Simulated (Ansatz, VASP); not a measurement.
Two plane-wave programs on NiO

The input INCAR:

```
  PREC = Accurate
  ENCUT = 700
  EDIFF = 1E-6
  ISMEAR = -1
  SIGMA = 0.05
  LREAL = False
  LASPH = True
  NELM = 200
  ALGO = Normal
  ISIF = 2
  LWAVE = False
  LCHARG = True
  ISPIN = 2
  MAGMOM = 1 0
  LORBIT = 11
  LMAXMIX = 4
  GGA = PE
  LELF = True
  LVHAR = True
  NBANDS = 23
  GGA_COMPAT = False
```

The input KPOINTS:

```
Automatic mesh
0
Gamma
  4 4 4
```

File POSCAR:

```
NiO
1.0
    0.0000000000      2.0859016414      2.0859016414
    2.0859016414      0.0000000000      2.0859016414
    2.0859016414      2.0859016414      0.0000000000
Ni O
1 1
Direct
    0.0000000000      0.0000000000      0.0000000000
    0.5000000000      0.5000000000      0.5000000000
```

input.yaml

```yaml
crystal:
  lattice:
    - [0.0, 2.0859016414, 2.0859016414]
    - [2.0859016414, 0.0, 2.0859016414]
    - [2.0859016414, 2.0859016414, 0.0]
  atoms:
    - { symbol: Ni, position: [0.0, 0.0, 0.0], spin: 1.0 }
    - { symbol: O, position: [0.5, 0.5, 0.5] }
hamiltonian:
  xc: pbe
  pseudopotentials: { kind: paw }
magnetization:
  spin_polarized: true
kpoints:
  mp_grid: { grid: [4, 4, 4] }
scf:
  occupations: { method: fermi_dirac, width: 0.05 }
output:
  forces: true
  stress: true
  eigenvalues: true
```

Alike in both runs: task single point; functional PBE; k mesh 4 × 4 × 4; occupations fermi-dirac, width 0.05 eV; collinear spin.

|  | VASP | Ansatz |
| --- | --- | --- |
| version | VASP 6.6.1 | Ansatz 0.2.0 |
| potentials or method | VASP PAW PBE potentials, release 64 (Ni_sv_GW, O) | Ansatz PAW |
| plane-wave cutoff (eV) | 700 | 420 |
| valence electrons in the cell | 24 | 24 |

VASP gave:

| Quantity | Value |
| --- | --- |
| gap on the k mesh at the Fermi level (eV) | none |
| pressure (GPa) | 0.8 |
| net moment per atom (μB) | 0.69 |
| size of the moment on the site where the two differ most (μB) | 1.17 |

Which values does Ansatz return?

gap on the k mesh at the Fermi level (eV): none; pressure (GPa): 2.0; net moment per atom (μB): 0.69; size of the moment on the site where the two differ most (μB): 1.14.

Site moments also hang on the region over which each program counts them. A gap of «none» marks a metal or a gap that the smearing closes.

The k mesh is coarse, so the values compare programs but aren't converged.
